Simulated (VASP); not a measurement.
Write the native input for VASP 6.6.1 that does the following.

| Property | Result |
| --- | --- |
| Task | single point |
| Functional | PBE |
| Potentials or basis | VASP PAW PBE potentials, release 64 (Rb_sv, Al) |
| Cutoff | 520 eV |
| k mesh | 4 × 4 × 4 |
| Occupations | gaussian, width 0.1 eV |
| Spin | no spin polarisation |
| Dipole correction | no |
| Further INCAR settings | ALGO = Normal; EDIFF = 1e-07; NBANDS = 23 |

The structure of Rb3Al lies in POSCAR:

```
Rb3Al
1.0
    6.0266182952      0.0000000000      0.0000000000
    0.0000000000      6.0266182952      0.0000000000
    0.0000000000      0.0000000000      6.0266182952
Rb Al
3 1
Direct
    0.0000000000      0.5000000000      0.5000000000
    0.5000000000      0.0000000000      0.5000000000
    0.5000000000      0.5000000000      0.0000000000
    0.0000000000      0.0000000000      0.0000000000
```

The input as run:

INCAR

```
PREC = Accurate ; ENCUT = 520
EDIFF = 1E-7 ; ISMEAR = 0
SIGMA = 0.1 ; LREAL = False
LASPH = True ; NELM = 100
ALGO = Normal ; ISIF = 2
LWAVE = False ; LCHARG = False
GGA = PE ; NBANDS = 23
```

KPOINTS

```
regular mesh
0
Gamma
  4 4 4
```

Potentials or basis: VASP PAW PBE potentials, release 64 (Rb_sv, Al).

Command:

```console
$ cat potpaw_PBE.64/Rb_sv/POTCAR potpaw_PBE.64/Al/POTCAR > POTCAR
$ mpirun -np 1 vasp_std > vasp.out
```

It gave:

The pressure is 0.2 GPa. The band gap on the k mesh is zero (bands 15 and 16 overlap by 0.75 eV).

Wall time 96 s on 1 thread of Oxide Virtual Turin-like Processor (shared host), peak memory 0.28 GiB.
